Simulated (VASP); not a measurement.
# InSe (C2/m) in VASP: further runs

InSe is run at these levels: PBEsol; tasks: single point.

All numbers are computed with VASP 6.6.1; they aren't measurements. Logs are shortened: lines on timing, memory, paths and dates and some standing lists are left out, and cuts for length are marked.

## 1. The cell of the first run

It takes space group C2/m (No. 12, monoclinic). Conventional cell: a = 11.501 Å, b = 4.028 Å, c = 4.599 Å, α = 90.00°, β = 109.93°, γ = 90.00°. In (site symmetry m) has 5 Se at 2.55 to 3.48 Å and 1 In at 2.68 Å within 3.5 Å. Within 3.5 Å of Se (site symmetry m) lie 5 In at 2.55 to 3.48 Å and 3 Se at 3.45 to 3.46 Å.

## 2. Single point, PBEsol (equal xx and yy strain of -2 %)

File INCAR:

```
SYSTEM = InSe
  ALGO = Normal
  EDIFF = 1E-6
  ENCUT = 520
  GGA = PS
  ISIF = 2
  ISMEAR = -1
  LASPH = .True.
  LCHARG = .False.
  LREAL = .False.
  LWAVE = .False.
  NBANDS = 27
  NELM = 80
  PREC = Accurate
  SIGMA = 0.02
```

File KPOINTS:

```
k-points
0
Gamma
  7 7 6
  0 0 0
```

File POSCAR:

```
InSe
1.0
    5.7505446231     -2.0139000000      0.0000000000
    5.7505446231      2.0139000000      0.0000000000
   -1.5674273823      0.0000000000      4.3236564064
In Se
2 2
Direct
    0.8840000000      0.8840000000      0.0050000000
    0.1160000000      0.1160000000      0.9950000000
    0.6600000000      0.6600000000      0.6420000000
    0.3400000000      0.3400000000      0.3580000000
```

Potentials or basis: VASP PAW PBE potentials, release 64 (In_d, Se).

Launch:

```bash
$ cat potpaw_PBE.64/In_d/POTCAR potpaw_PBE.64/Se/POTCAR > POTCAR
$ mpirun -np 1 vasp_std > vasp.out
```

OUTCAR:

```text
SYSTEM = InSe
   EDIFF = 1E-6
   ENCUT = 520
   GGA = PS
   ISIF = 2
   ISMEAR = -1
   LASPH = .True.
   LREAL = .False.
   NELM = 80
   PREC = Accurate

 ion  position               nearest neighbor table
   1  0.884  0.884  0.005-   3 2.55   2 2.68   4 2.74   4 2.74   2 3.67   2 3.67
   2  0.116  0.116  0.995-   4 2.55   1 2.68   3 2.74   3 2.74   1 3.67   1 3.67
   3  0.660  0.660  0.642-   1 2.55   2 2.74   2 2.74
   4  0.340  0.340  0.358-   2 2.55   1 2.74   1 2.74

  LATTYP: Found a base centered monoclinic cell.
 ALAT       =    11.5010892462
 B/A-ratio  =     0.3502103074
 C/A-ratio  =     0.3998754740
 COS(beta)  =    -0.3408189138

  Lattice vectors:

 A1 = (   5.7505446231,  -2.0139000000,   0.0000000000)
 A2 = (   5.7505446231,   2.0139000000,   0.0000000000)
 A3 = (  -1.5674273823,   0.0000000000,   4.3236564064)

Analysis of symmetry for initial positions (statically):
=====================================================================
 Subroutine PRICEL returns:
 Original cell was already a primitive cell.

 Routine SETGRP: Setting up the symmetry group for a
 base centered monoclinic supercell.

 Subroutine GETGRP returns: Found  4 space group operations
 (whereof  4 operations were pure point group operations)
 out of a pool of  4 trial point group operations.

The static configuration has the point symmetry C_2h.

Analysis of symmetry for dynamics (positions and initial velocities):
=====================================================================
 Subroutine PRICEL returns:
 Original cell was already a primitive cell.

 Routine SETGRP: Setting up the symmetry group for a
 base centered monoclinic supercell.

 Subroutine GETGRP returns: Found  4 space group operations
 (whereof  4 operations were pure point group operations)
 out of a pool of  4 trial point group operations.

The dynamic configuration has the point symmetry C_2h.

 Subroutine INISYM returns: Found  4 space group operations
 (whereof  4 operations are pure point group operations),
 and found     1 'primitive' translations

----------------------------------------------------------------------------------------

                                     Primitive cell

  volume of cell :     100.1447

  direct lattice vectors                    reciprocal lattice vectors
     5.750544623 -2.013900000  0.000000000     0.086948286 -0.248274492  0.031520804
     5.750544623  2.013900000  0.000000000     0.086948286  0.248274492  0.031520804
    -1.567427382  0.000000000  4.323656406     0.000000000  0.000000000  0.231285723

  length of vectors
     6.092992423  6.092992423  4.599003514     0.264941105  0.264941105  0.231285723

  position of ions in fractional coordinates (direct lattice)
     0.884000000  0.884000000  0.005000000
     0.116000000  0.116000000  0.995000000
     0.660000000  0.660000000  0.642000000
     0.340000000  0.340000000  0.358000000

  ion indices of the primitive-cell ions
   primitive index   ion index
                 1           1
                 2           2
                 3           3
                 4           4

----------------------------------------------------------------------------------------

 KPOINTS: k-points

Automatic generation of k-mesh.
 Grid dimensions read from file:
 generate k-points for:    7    7    6

 Generating k-lattice:

  Cartesian coordinates                     Fractional coordinates (reciprocal lattice)
     0.012421184 -0.035467785  0.004502972     0.142857143 -0.000000000  0.000000000
     0.012421184  0.035467785  0.004502972    -0.000000000  0.142857143  0.000000000
     0.000000000  0.000000000  0.038547621     0.000000000  0.000000000  0.166666667

  Length of vectors
     0.037848729  0.037848729  0.038547621

  Shift w.r.t. Gamma in fractional coordinates (k-lattice)
     0.000000000  0.000000000  0.000000000

 Subroutine IBZKPT returns following result:
 ===========================================

 Found     88 irreducible k-points:

 Following reciprocal coordinates:
            Coordinates               Weight
  0.000000  0.000000  0.000000      1.000000
  0.142857 -0.000000  0.000000      4.000000
  0.285714 -0.000000  0.000000      4.000000
  0.428571 -0.000000  0.000000      4.000000
  0.142857  0.142857  0.000000      2.000000
  0.285714  0.142857  0.000000      4.000000
[... 16 lines left out ...]
 -0.142857  0.000000  0.166667      4.000000
  0.142857  0.142857  0.166667      2.000000
 [... further k-points ...]
   k-points           NKPTS =     88   k-points in BZ     NKDIM =     88   number of bands    NBANDS=     27
   number of dos      NEDOS =    301   number of ions     NIONS =      4
   total plane-waves  NPLWV =  82944
   dimension x,y,z NGX =    48 NGY =   48 NGZ =   36
   dimension x,y,z NGXF=    96 NGYF=   96 NGZF=   72
   ions per type =               2   2
   NGX,Y,Z   is equivalent  to a cutoff of  13.10, 13.10, 13.01 a.u.
   NGXF,Y,Z  is equivalent  to a cutoff of  26.19, 26.19, 26.03 a.u.
 SYSTEM =  InSe
   PREC   = accura    normal or accurate (medium, high low for compatibility)
   ISTART =      0    job   : 0-new  1-cont  2-samecut
   ICHARG =      2    charge: 1-file 2-atom 10-const
   ISPIN  =      1    spin polarized calculation?
   LNONCOLLINEAR =      F non collinear calculations
   LSORBIT =      F    spin-orbit coupling
   LASPH  =      T    aspherical Exc in radial PAW
   ENCUT  =  520.0 eV  38.22 Ry    6.18 a.u.  11.33 11.33  8.55*2*pi/ulx,y,z
   NELM   =     80;   NELMIN=  2; NELMDL= -5     # of ELM steps
   EDIFF  = 0.1E-05   stopping-criterion for ELM
   LREAL  =      F    real-space projection
   EDIFFG = 0.1E-04   stopping-criterion for IOM
   NSW    =      0    number of steps for IOM
   IBRION =     -1    ionic relax: 0-MD 1-quasi-New 2-CG
   NFREE  =      0    steps in history (QN), initial steepest desc. (CG)
   ISIF   =      2    stress and relaxation
   ISYM   =      2    0-nonsym 1-usesym 2-fastsym
   POTIM  = 0.5000    time-step for ionic-motion
   TEBEG  =    0.0;   TEEND  =   0.0 temperature during run
   PSTRESS=    0.0 pullay stress
   NELECT =      38.0000    total number of electrons
   NUPDOWN=      -1.0000    fix difference up-down
   EMIN   =  10.00;   EMAX   =-10.00  energy-range for DOS
   EFERMI =   0.00;   METHOD = LEGACY
   ISMEAR =    -1;   SIGMA  =   0.02  broadening in eV -4-tet -1-fermi 0-gaus
   EFERMI_NEDOS =   21; number of points for ismear=-14 and -15
   IALGO  =     38    algorithm
   IMIX   =      4    mixing-type and parameters
     AMIX     =   0.40;   BMIX     =  1.00
     AMIX_MAG =   1.60;   BMIX_MAG =  1.00
  volume/ion in A,a.u.               =      25.04       168.95
  Fermi-wavevector in a.u.,A,eV,Ry     =   1.185205  2.239712 19.112241  1.404710
  Thomas-Fermi vector in A             =   2.321403
   LORBIT       =      0    0 simple, 1 ext, 2 COOP (PROOUT), +10 PAW based schemes
   GGA     = PS    functional components
   LHFCALC =     F    Hartree Fock is set to
   AEXX    =    0.0000 exact exchange contribution
   IVDW    =     0    specifies the selected vdW correction
   LEPSILON=     F    determine dielectric tensor
   LRPA    =     F    only Hartree local field effects (RPA)
 non-spin polarized calculation
  energy-cutoff  :      520.00
  volume of cell :      100.14
 maximum number of plane-waves:      2741
 NGX is ok and might be reduce to    48
   NGX = 23   NGY = 23   NGZ = 17

 number of electron      38.0000002 magnetization

 Free energy of the ion-electron system (eV)
  ---------------------------------------------------
  ext. energy  EPLUGINS =         0.00000000
  ---------------------------------------------------
  free energy    TOTEN  =       -15.40823181 eV

  energy without entropy =      -15.40823181  energy(sigma->0) =      -15.40823181

 E-fermi :   5.6449     XC(G=0):  -9.9481

 val. band max:        5.2419336584   @ k =  -0.2857  -0.2857   0.3333
 cond. band min:       6.2738265397   @ k =   0.4286   0.4286   0.0000
 fundamental gap:      1.0318928812
 Fermi energy:         5.6449158691

 k-point     1 :       0.0000    0.0000    0.0000
  band No.  band energies     occupation
      1      -9.5342      2.00000
      2      -9.4823      2.00000
      3      -9.1265      2.00000
      4      -9.1041      2.00000
      5      -9.0510      2.00000
      6      -9.0450      2.00000
[... 19 lines left out ...]
     26      12.3045      0.00000
     27      13.8357      0.00000

 k-point     2 :       0.1429   -0.0000    0.0000
  band No.  band energies     occupation
      1      -9.5348      2.00000
      2      -9.4720      2.00000
      3      -9.1842      2.00000
      4      -9.0989      2.00000
      5      -9.0689      2.00000
      6      -9.0409      2.00000
[... 19 lines left out ...]
     26      12.3045      0.00000
     27      13.8045      0.00000

 k-point     3 :       0.2857   -0.0000    0.0000
  band No.  band energies     occupation
      1      -9.5330      2.00000
      2      -9.4613      2.00000
      3      -9.2398      2.00000
      4      -9.1377      2.00000
      5      -9.0653      2.00000
      6      -9.0536      2.00000
[... 19 lines left out ...]
     26      12.7228      0.00000
     27      13.2854      0.00000

 k-point     4 :       0.4286   -0.0000    0.0000
  band No.  band energies     occupation
      1      -9.5300      2.00000
      2      -9.4663      2.00000
      3      -9.2337      2.00000
      4      -9.1920      2.00000
      5      -9.0643      2.00000
      6      -9.0524      2.00000
[... 19 lines left out ...]
     26      12.7951      0.00000
     27      13.9299      0.00000

 k-point     5 :       0.1429    0.1429    0.0000
  band No.  band energies     occupation
      1      -9.5605      2.00000
      2      -9.4378      2.00000
      3      -9.1540      2.00000
      4      -9.1079      2.00000
      5      -9.0510      2.00000
      6      -9.0452      2.00000
[... 19 lines left out ...]
     26      12.2741      0.00000
     27      13.8031      0.00000

 k-point     6 :       0.2857    0.1429    0.0000
  band No.  band energies     occupation
      1      -9.5685      2.00000
      2      -9.4067      2.00000
      3      -9.1951      2.00000
      4      -9.1223      2.00000
      5      -9.0777      2.00000
      6      -9.0321      2.00000
[... 444 lines left out ...]
      1      -9.5377      2.00000
      2      -9.4729      2.00000
      3      -9.2586      2.00000
      4      -9.2053      2.00000
      5      -9.0672      2.00000
      6      -9.0435      2.00000
[... 19 lines left out ...]
     26      11.8127      0.00000
     27      13.4556      0.00000

 k-point    22 :      -0.2857    0.0000    0.1667
  band No.  band energies     occupation
      1      -9.5407      2.00000
      2      -9.4611      2.00000
      3      -9.2579      2.00000
      4      -9.1597      2.00000
      5      -9.0626      2.00000
      6      -9.0461      2.00000
[... 19 lines left out ...]
     26      12.6220      0.00000
     27      13.0770      0.00000

 k-point    23 :      -0.1429    0.0000    0.1667
  band No.  band energies     occupation
      1      -9.5427      2.00000
      2      -9.4732      2.00000
      3      -9.1852      2.00000
      4      -9.1055      2.00000
      5      -9.0741      2.00000
      6      -9.0367      2.00000
[... 19 lines left out ...]
     26      11.9892      0.00000
     27      13.6367      0.00000

 k-point    24 :       0.1429    0.1429    0.1667
  band No.  band energies     occupation
      1      -9.5681      2.00000
      2      -9.4427      2.00000
      3      -9.1542      2.00000
      4      -9.0931      2.00000
      5      -9.0525      2.00000
      6      -9.0460      2.00000
[... 19 lines left out ...]
     26      11.9108      0.00000
     27      12.8751      0.00000

 [... further k-points ...]

------------------------ aborting loop because EDIFF is reached ----------------------------------------

  FORCE on cell =-STRESS in cart. coord.  units (eV):
  Direction    XX          YY          ZZ          XY          YZ          ZX
  --------------------------------------------------------------------------------------
  -------------------------------------------------------------------------------------
  Total        3.7488375      0.5615612      0.7629353      0.0000000      0.0000000      1.5791560
  in kB       59.9762275      8.9842047     12.2059115      0.0000000      0.0000000     25.2643174
  external PRESSURE =      27.0554479 kB  Pullay stress =       0.0000000 kB

 VOLUME and BASIS-vectors are now :
 -----------------------------------------------------------------------------
  energy-cutoff  :      520.00
  volume of cell :      100.14
      direct lattice vectors                 reciprocal lattice vectors
     5.750544623 -2.013900000  0.000000000     0.086948286 -0.248274492  0.031520804
     5.750544623  2.013900000  0.000000000     0.086948286  0.248274492  0.031520804
    -1.567427382  0.000000000  4.323656406     0.000000000  0.000000000  0.231285723

 POSITION                                       TOTAL-FORCE (eV/Angst)
 -----------------------------------------------------------------------------------
     10.15913      0.00000      0.02162        -0.125887      0.000000      0.580855
     -0.22546      0.00000      4.30204         0.125887      0.000000     -0.580855
      6.58443      0.00000      2.77579        -0.798321      0.000000     -0.237538
      3.34923      0.00000      1.54787         0.798321      0.000000      0.237538
 -----------------------------------------------------------------------------------
    total drift:                               -0.000000     -0.000000      0.000000

  FREE ENERGIE OF THE ION-ELECTRON SYSTEM (eV)
  ---------------------------------------------------
  free  energy   TOTEN  =       -15.4082318110 eV

  energy  without entropy=      -15.4082318110  energy(sigma->0) =      -15.40823181
```

It took 3.6 min on 1 thread of Intel Xeon Platinum 8488C (Sapphire Rapids), shared host; peak memory 0.4 GiB.

Results:

```
Free energy            : -15.4082 eV
Pressure               : 2.7 GPa
Largest force          : 0.833 eV/Å
Band gap on the k mesh : 1.03 eV (least direct gap 1.39 eV)
```

Forces on the atoms (eV/Å):
```
In  -0.126  0.000  0.581
In   0.126  0.000 -0.581
Se  -0.798  0.000 -0.238
Se   0.798  0.000  0.238
```

Stress tensor (GPa, compression positive):
```
6.00 0.00 2.53
0.00 0.90 0.00
2.53 0.00 1.22
```

Levels at points of the mesh, in eV from the valence-band top:
```csv
k point,band 16,band 17,band 18,band 19,band 20,band 21,band 22,band 23
"(0.00, 0.00, 0.00)",-2.99,-2.35,-1.96,-1.16,2.98,3.38,4.33,4.68
"(0.00, 0.00, 0.50)",-1.72,-1.64,-1.19,-0.40,1.10,2.26,3.38,3.69
```

Caveat: the cell differs from its parent crystal (equal xx and yy strain of -2 %); the PAW data sets were made with another functional, which shifts forces and pressure a little; spin-orbit coupling is left out, which moves the levels of the heavy elements; an odd mesh through Γ misses points on the zone boundary, where band edges can lie.

## 3. Single point, PBEsol (equal xx and yy strain of +1 %)

File INCAR:

```
SYSTEM = InSe
ALGO = Normal
EDIFF = 1E-6
ENCUT = 520
GGA = PS
ISIF = 2
ISMEAR = -1
LASPH = .True.
LCHARG = .False.
LREAL = .False.
LWAVE = .False.
NBANDS = 27
NELM = 100
PREC = Accurate
SIGMA = 0.02
```

KPOINTS is that of step 2.

File POSCAR:

```
InSe
1.0
    5.9265817034     -2.0755500000      0.0000000000
    5.9265817034      2.0755500000      0.0000000000
   -1.6154098532      0.0000000000      4.3236564064
In Se
2 2
Direct
    0.8840000000      0.8840000000      0.0050000000
    0.1160000000      0.1160000000      0.9950000000
    0.6600000000      0.6600000000      0.6420000000
    0.3400000000      0.3400000000      0.3580000000
```

Potentials or basis: VASP PAW PBE potentials, release 64 (In_d, Se).

Launch:

```bash
$ cat potpaw_PBE.64/In_d/POTCAR potpaw_PBE.64/Se/POTCAR > POTCAR
$ mpirun -np 1 vasp_std > vasp.out
```

It took 3.8 min on 1 thread of Intel Xeon Platinum 8488C (Sapphire Rapids), shared host; peak memory 0.41 GiB.

Results (log left out):

```
Free energy            : -15.4485 eV
Pressure               : -1.2 GPa
Largest force          : 0.655 eV/Å
Band gap on the k mesh : 0.82 eV (least direct gap 1.21 eV)
```

Forces on the atoms (eV/Å):
```
In  -0.204  0.000  0.481
In   0.204  0.000 -0.481
Se  -0.652  0.000  0.054
Se   0.652  0.000 -0.054
```

Stress tensor (GPa, compression positive):
```
 0.18  0.00  2.04
 0.00 -2.50  0.00
 2.04  0.00 -1.42
```

Levels at points of the mesh, in eV from the valence-band top:
```tsv
k point	band 16	band 17	band 18	band 19	band 20	band 21	band 22	band 23
(0.00, 0.00, 0.00)	-2.71	-2.25	-1.67	-1.12	2.66	3.47	4.28	4.55
(0.00, 0.00, 0.50)	-1.58	-1.56	-1.12	-0.38	0.99	2.24	3.28	3.51
```

Caveat: the cell differs from its parent crystal (equal xx and yy strain of +1 %); the PAW data sets were made with another functional, which shifts forces and pressure a little; spin-orbit coupling is left out, which moves the levels of the heavy elements; an odd mesh through Γ misses points on the zone boundary, where band edges can lie.
